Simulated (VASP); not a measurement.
# SiC (F-43m) in VASP: notebook

The runs below take SiC through single point, with PBE.

All numbers are computed with VASP 6.6.1; they aren't measurements. Logs are shortened: lines on timing, memory, paths and dates and some standing lists are left out, and cuts for length are marked.

### Step 1. The cell of the first run

It takes space group F-43m (No. 216, cubic). Conventional cell: a = 4.940 Å, b = 4.940 Å, c = 4.940 Å, α = 90.00°, β = 90.00°, γ = 90.00°. C (site symmetry -43m) has 4 Si at 2.14 Å within 2.8 Å. Within 2.8 Å of Si (site symmetry -43m) lie 4 C at 2.14 Å.

### Step 2. Single point, PBE

INCAR reads:

```
SYSTEM = SiC
PREC = Accurate
ENCUT = 520
EDIFF = 1E-7
ISMEAR = 0
SIGMA = 0.05
LREAL = .False.
LASPH = .True.
NELM = 80
ALGO = Normal
ISIF = 2
LWAVE = .False.
LCHARG = .False.
GGA = PE
NBANDS = 11
```

KPOINTS reads:

```
Automatic mesh
0
Gamma
  6 6 6
  0 0 0
```

POSCAR reads:

```
SiC
1.0
    0.0000000000      2.4699044516      2.4699044516
    2.4699044516      0.0000000000      2.4699044516
    2.4699044516      2.4699044516      0.0000000000
C Si
1 1
Direct
    0.0000000000      0.0000000000      0.0000000000
    0.2500000000      0.2500000000      0.2500000000
```

Potentials or basis: VASP PAW PBE potentials, release 64 (C, Si).

Run with:

```bash
$ cat potpaw_PBE.64/C/POTCAR potpaw_PBE.64/Si/POTCAR > POTCAR
$ mpirun -np 1 vasp_std > vasp.out
```

OUTCAR:

```text
SYSTEM = SiC
   PREC = Accurate
   ENCUT = 520
   EDIFF = 1E-7
   ISMEAR = 0
   LREAL = .False.
   LASPH = .True.
   NELM = 80
   ISIF = 2
   GGA = PE

 ion  position               nearest neighbor table
   1  0.000  0.000  0.000-   2 2.14   2 2.14   2 2.14   2 2.14
   2  0.250  0.250  0.250-   1 2.14   1 2.14   1 2.14   1 2.14

  LATTYP: Found a face centered cubic cell.
 ALAT       =     4.9398089032

  Lattice vectors:

 A1 = (   0.0000000000,   2.4699044516,   2.4699044516)
 A2 = (   2.4699044516,   0.0000000000,   2.4699044516)
 A3 = (   2.4699044516,   2.4699044516,   0.0000000000)

Analysis of symmetry for initial positions (statically):
=====================================================================
 Subroutine PRICEL returns:
 Original cell was already a primitive cell.

 Routine SETGRP: Setting up the symmetry group for a
 face centered cubic supercell.

 Subroutine GETGRP returns: Found 24 space group operations
 (whereof 24 operations were pure point group operations)
 out of a pool of 48 trial point group operations.

The static configuration has the point symmetry T_d .

Analysis of symmetry for dynamics (positions and initial velocities):
=====================================================================
 Subroutine PRICEL returns:
 Original cell was already a primitive cell.

 Routine SETGRP: Setting up the symmetry group for a
 face centered cubic supercell.

 Subroutine GETGRP returns: Found 24 space group operations
 (whereof 24 operations were pure point group operations)
 out of a pool of 48 trial point group operations.

The dynamic configuration has the point symmetry T_d .

 Subroutine INISYM returns: Found 24 space group operations
 (whereof 24 operations are pure point group operations),
 and found     1 'primitive' translations

----------------------------------------------------------------------------------------

                                     Primitive cell

  volume of cell :      30.1349

  direct lattice vectors                    reciprocal lattice vectors
     0.000000000  2.469904452  2.469904452    -0.202436981  0.202436981  0.202436981
     2.469904452  0.000000000  2.469904452     0.202436981 -0.202436981  0.202436981
     2.469904452  2.469904452  0.000000000     0.202436981  0.202436981 -0.202436981

  length of vectors
     3.492972373  3.492972373  3.492972373     0.350631136  0.350631136  0.350631136

  position of ions in fractional coordinates (direct lattice)
     0.000000000  0.000000000  0.000000000
     0.250000000  0.250000000  0.250000000

  ion indices of the primitive-cell ions
   primitive index   ion index
                 1           1
                 2           2

----------------------------------------------------------------------------------------

 KPOINTS: Automatic mesh

Automatic generation of k-mesh.
 Grid dimensions read from file:
 generate k-points for:    6    6    6

 Generating k-lattice:

  Cartesian coordinates                     Fractional coordinates (reciprocal lattice)
    -0.033739497  0.033739497  0.033739497     0.166666667  0.000000000  0.000000000
     0.033739497 -0.033739497  0.033739497     0.000000000  0.166666667  0.000000000
     0.033739497  0.033739497 -0.033739497     0.000000000  0.000000000  0.166666667

  Length of vectors
     0.058438523  0.058438523  0.058438523

  Shift w.r.t. Gamma in fractional coordinates (k-lattice)
     0.000000000  0.000000000  0.000000000

 Subroutine IBZKPT returns following result:
 ===========================================

 Found     16 irreducible k-points:

 Following reciprocal coordinates:
            Coordinates               Weight
  0.000000  0.000000  0.000000      1.000000
  0.166667  0.000000  0.000000      8.000000
  0.333333  0.000000  0.000000      8.000000
  0.500000  0.000000  0.000000      4.000000
  0.166667  0.166667  0.000000      6.000000
  0.333333  0.166667  0.000000     24.000000
[... 8 lines left out ...]
 -0.333333  0.333333  0.166667     24.000000
 -0.333333  0.500000  0.166667     12.000000
   k-points           NKPTS =     16   k-points in BZ     NKDIM =     16   number of bands    NBANDS=     11
   number of dos      NEDOS =    301   number of ions     NIONS =      2
   total plane-waves  NPLWV =  21952
   dimension x,y,z NGX =    28 NGY =   28 NGZ =   28
   dimension x,y,z NGXF=    56 NGYF=   56 NGZF=   56
   ions per type =               1   1
   NGX,Y,Z   is equivalent  to a cutoff of  13.33, 13.33, 13.33 a.u.
   NGXF,Y,Z  is equivalent  to a cutoff of  26.65, 26.65, 26.65 a.u.
 SYSTEM =  SiC
   PREC   = accura    normal or accurate (medium, high low for compatibility)
   ISTART =      0    job   : 0-new  1-cont  2-samecut
   ICHARG =      2    charge: 1-file 2-atom 10-const
   ISPIN  =      1    spin polarized calculation?
   LNONCOLLINEAR =      F non collinear calculations
   LSORBIT =      F    spin-orbit coupling
   LASPH  =      T    aspherical Exc in radial PAW
   ENCUT  =  520.0 eV  38.22 Ry    6.18 a.u.   6.49  6.49  6.49*2*pi/ulx,y,z
   NELM   =     80;   NELMIN=  2; NELMDL= -5     # of ELM steps
   EDIFF  = 0.1E-06   stopping-criterion for ELM
   LREAL  =      F    real-space projection
   EDIFFG = 0.1E-05   stopping-criterion for IOM
   NSW    =      0    number of steps for IOM
   IBRION =     -1    ionic relax: 0-MD 1-quasi-New 2-CG
   NFREE  =      0    steps in history (QN), initial steepest desc. (CG)
   ISIF   =      2    stress and relaxation
   ISYM   =      2    0-nonsym 1-usesym 2-fastsym
   POTIM  = 0.5000    time-step for ionic-motion
   TEBEG  =    0.0;   TEEND  =   0.0 temperature during run
   PSTRESS=    0.0 pullay stress
   NELECT =       8.0000    total number of electrons
   NUPDOWN=      -1.0000    fix difference up-down
   EMIN   =  10.00;   EMAX   =-10.00  energy-range for DOS
   EFERMI =   0.00;   METHOD = LEGACY
   ISMEAR =     0;   SIGMA  =   0.05  broadening in eV -4-tet -1-fermi 0-gaus
   EFERMI_NEDOS =   21; number of points for ismear=-14 and -15
   IALGO  =     38    algorithm
   IMIX   =      4    mixing-type and parameters
     AMIX     =   0.40;   BMIX     =  1.00
     AMIX_MAG =   1.60;   BMIX_MAG =  1.00
  volume/ion in A,a.u.               =      15.07       101.68
  Fermi-wavevector in a.u.,A,eV,Ry     =   1.052159  1.988292 15.062172  1.107038
  Thomas-Fermi vector in A             =   2.187231
   LORBIT       =      0    0 simple, 1 ext, 2 COOP (PROOUT), +10 PAW based schemes
   GGA     = PE    functional components
   LHFCALC =     F    Hartree Fock is set to
   AEXX    =    0.0000 exact exchange contribution
   IVDW    =     0    specifies the selected vdW correction
   LEPSILON=     F    determine dielectric tensor
   LRPA    =     F    only Hartree local field effects (RPA)
 non-spin polarized calculation
 Gauss-broadening in eV      SIGMA  =   0.05
  energy-cutoff  :      520.00
  volume of cell :       30.13
 maximum number of plane-waves:       869
 NGX is ok and might be reduce to    28
   NGX = 13   NGY = 13   NGZ = 13

 number of electron       7.9999999 magnetization

 Free energy of the ion-electron system (eV)
  ---------------------------------------------------
  ext. energy  EPLUGINS =         0.00000000
  ---------------------------------------------------
  free energy    TOTEN  =       -13.63349653 eV

  energy without entropy =      -13.63349653  energy(sigma->0) =      -13.63349653

 E-fermi :   4.6499     XC(G=0):  -9.7786

 val. band max:        4.4130566291   @ k =   0.0000   0.0000   0.0000
 cond. band min:       5.9945359896   @ k =   0.5000   0.5000   0.0000
 fundamental gap:      1.5814793605
 Fermi energy:         4.6499361960

 k-point     1 :       0.0000    0.0000    0.0000
  band No.  band energies     occupation
      1      -8.3553      2.00000
      2       4.4131      2.00000
      3       4.4131      2.00000
      4       4.4131      2.00000
      5       6.4502      0.00000
      6       9.5478      0.00000
      7       9.5478      0.00000
      8       9.5478      0.00000
      9      16.0594      0.00000
     10      16.9670      0.00000
     11      16.9670      0.00000

 k-point     2 :       0.1667    0.0000    0.0000
  band No.  band energies     occupation
      1      -7.9650      2.00000
      2       2.1389      2.00000
      3       4.1238      2.00000
      4       4.1238      2.00000
      5       7.3690      0.00000
      6       9.9911      0.00000
      7       9.9911      0.00000
      8      10.0122      0.00000
      9      15.8458      0.00000
     10      15.8458      0.00000
     11      17.0583      0.00000

 k-point     3 :       0.3333    0.0000    0.0000
  band No.  band energies     occupation
      1      -6.8985      2.00000
      2      -0.7936      2.00000
      3       3.6752      2.00000
      4       3.6752      2.00000
      5       7.0555      0.00000
      6      10.2965      0.00000
      7      10.2965      0.00000
      8      11.7030      0.00000
      9      16.4064      0.00000
     10      16.4064      0.00000
     11      16.5685      0.00000

 k-point     4 :       0.5000    0.0000    0.0000
  band No.  band energies     occupation
      1      -5.9890      2.00000
      2      -2.3804      2.00000
      3       3.4923      2.00000
      4       3.4923      2.00000
      5       6.8280      0.00000
      6      10.2065      0.00000
      7      10.2065      0.00000
      8      12.3856      0.00000
      9      16.9748      0.00000
     10      18.1649      0.00000
     11      18.1649      0.00000
[... 127 lines left out ...]
 k-point    14 :       0.5000    0.3333    0.1667
  band No.  band energies     occupation
      1      -6.0023      2.00000
      2      -1.0750      2.00000
      3       1.3120      2.00000
      4       2.5587      2.00000
      5       8.5401      0.00000
      6       9.3643      0.00000
      7      10.8753      0.00000
      8      12.9386      0.00000
      9      14.6933      0.00000
     10      17.9249      0.00000
     11      19.7724      0.00000

 k-point    15 :      -0.3333    0.3333    0.1667
  band No.  band energies     occupation
      1      -5.2118      2.00000
      2      -1.9954      2.00000
      3       0.8060      2.00000
      4       2.1099      2.00000
      5       8.7785      0.00000
      6       9.7661      0.00000
      7      11.4681      0.00000
      8      13.4704      0.00000
      9      13.9373      0.00000
     10      17.7833      0.00000
     11      19.8784      0.00000

 k-point    16 :      -0.3333    0.5000    0.1667
  band No.  band energies     occupation
      1      -4.8349      2.00000
      2      -2.2078      2.00000
      3       1.1699      2.00000
      4       1.2322      2.00000
      5       7.9708      0.00000
      6       9.3638      0.00000
      7      12.2038      0.00000
      8      13.5612      0.00000
      9      14.6828      0.00000
     10      18.9321      0.00000
     11      19.7177      0.00000

------------------------ aborting loop because EDIFF is reached ----------------------------------------

  FORCE on cell =-STRESS in cart. coord.  units (eV):
  Direction    XX          YY          ZZ          XY          YZ          ZX
  --------------------------------------------------------------------------------------
  -------------------------------------------------------------------------------------
  Total       -6.8184979     -6.8184979     -6.8184979      0.0000000      0.0000000      0.0000000
  in kB     -362.5173881   -362.5173881   -362.5173881      0.0000000      0.0000000      0.0000000
  external PRESSURE =    -362.5173881 kB  Pullay stress =       0.0000000 kB

 VOLUME and BASIS-vectors are now :
 -----------------------------------------------------------------------------
  energy-cutoff  :      520.00
  volume of cell :       30.13
      direct lattice vectors                 reciprocal lattice vectors
     0.000000000  2.469904452  2.469904452    -0.202436981  0.202436981  0.202436981
     2.469904452  0.000000000  2.469904452     0.202436981 -0.202436981  0.202436981
     2.469904452  2.469904452  0.000000000     0.202436981  0.202436981 -0.202436981

 POSITION                                       TOTAL-FORCE (eV/Angst)
 -----------------------------------------------------------------------------------
      0.00000      0.00000      0.00000        -0.000000      0.000000      0.000000
      1.23495      1.23495      1.23495         0.000000     -0.000000     -0.000000
 -----------------------------------------------------------------------------------
    total drift:                               -0.000000     -0.000000     -0.000000

  FREE ENERGIE OF THE ION-ELECTRON SYSTEM (eV)
  ---------------------------------------------------
  free  energy   TOTEN  =       -13.6334965285 eV

  energy  without entropy=      -13.6334965285  energy(sigma->0) =      -13.63349653
```

It took 9.2 s on 1 thread of AMD EPYC 7R43 (Zen 3), shared host; peak memory 0.11 GiB.

Results:

| Item | Value |
| --- | --- |
| Free energy | -13.6335 eV |
| Pressure | -36.3 GPa |
| Band gap on the k mesh | 1.58 eV, indirect (least direct gap 2.04 eV) |

### Step 3. Single point, PBE

This run uses another cell than the first one, of 10.33 Å³/atom, 0.685 times its volume.

INCAR reads:

```
  PREC = Accurate
  ENCUT = 600
  EDIFF = 1E-6
  ISMEAR = 0
  SIGMA = 0.05
  LREAL = False
  LASPH = True
  NELM = 120
  ALGO = Normal
  ISIF = 2
  LWAVE = False
  LCHARG = False
  GGA = PE
  NBANDS = 11
  GGA_COMPAT = False
```

KPOINTS reads:

```
regular mesh
0
Gamma
  6 6 6
```

POSCAR reads:

```
SiC
1.0
    0.0000000000      2.1777731972      2.1777731972
    2.1777731972      0.0000000000      2.1777731972
    2.1777731972      2.1777731972      0.0000000000
C Si
1 1
Direct
    0.0000000000      0.0000000000      0.0000000000
    0.2500000000      0.2500000000      0.2500000000
```

Potentials or basis: VASP PAW PBE potentials, release 64 (C, Si).

Run with:

```bash
$ cat potpaw_PBE.64/C/POTCAR potpaw_PBE.64/Si/POTCAR > POTCAR
$ mpirun -np 1 vasp_std > vasp.out
```

Wall time 4.5 s (1 thread of Intel Xeon 6975P-C (Granite Rapids), shared host); peak memory 0.14 GiB.

The run converged. Its results:

| Item | Value |
| --- | --- |
| Free energy | -15.0478 eV |
| Pressure | 3.5 GPa |
| Band gap on the k mesh | 1.35 eV, indirect (least direct gap 4.54 eV) |

Levels at points of the mesh, in eV from the valence-band top:
| k point | band 1 | band 2 | band 3 | band 4 | band 5 | band 6 | band 7 | band 8 | band 9 |
| --- | --- | --- | --- | --- | --- | --- | --- | --- | --- |
| (0.00, 0.00, 0.00) | -15.42 | 0.00 | 0.00 | 0.00 | 6.25 | 7.31 | 7.31 | 7.31 | 14.51 |
| (0.50, 0.00, 0.00) | -11.85 | -8.55 | -1.05 | -1.05 | 5.45 | 7.23 | 7.23 | 10.06 | 16.22 |
| (0.50, 0.50, 0.00) | -10.39 | -7.80 | -3.19 | -3.19 | 1.35 | 4.32 | 14.05 | 14.05 | 14.81 |

A k mesh can miss the band edges. PBE gaps usually lie below the measured ones, often by a third to a half.
